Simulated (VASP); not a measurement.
BiTe, 2 atoms in the cell. The structure is tetragonal, space group I4mm (No. 107). The conventional cell has a = 4.575 Å, b = 4.575 Å, c = 6.470 Å, α = 90.00°, β = 90.00°, γ = 90.00°. Within 4.0 Å of Bi (site symmetry 4mm) lie 6 Te at 3.03 to 3.44 Å. Te (site symmetry 4mm) has 6 Bi at 3.03 to 3.44 Å within 4.0 Å.  This cell differs from its parent crystal: all Bi atoms moved -0.200 Å, as atom 1 along Cartesian [1 0 0].

| Property | Result |
| --- | --- |
| Program | VASP 6.6.1 |
| Task | single point |
| Functional | r2SCAN |
| Potentials or basis | VASP PAW PBE potentials, release 64 (Bi_d, Te) |
| Cutoff | 520 eV |
| k mesh | 14 × 14 × 14 |
| Occupations | gaussian, width 0.15 eV |
| Spin | no spin polarisation |
| Dipole correction | no |
| Further INCAR settings | ALGO = Normal; EDIFF = 1e-06; NBANDS = 18 |

Potentials or basis: VASP PAW PBE potentials, release 64 (Bi_d, Te).

Run with:

```sh
$ cat potpaw_PBE.64/Bi_d/POTCAR potpaw_PBE.64/Te/POTCAR > POTCAR
$ cp INCAR.step1 INCAR
$ mpirun -np 1 vasp_std > vasp.out
$ cp INCAR.step2 INCAR
$ mpirun -np 1 vasp_std > vasp.out
```

Hardware: 1 thread of AMD EPYC 9R45 96-Core Processor (Zen 5) (shared host).

Problem. How long does it take, and how much memory?

Solution. It took 10 min on 1 thread of AMD EPYC 9R45 96-Core Processor (Zen 5), on a shared host, peak memory 0.41 GiB. Counts: k points 244.
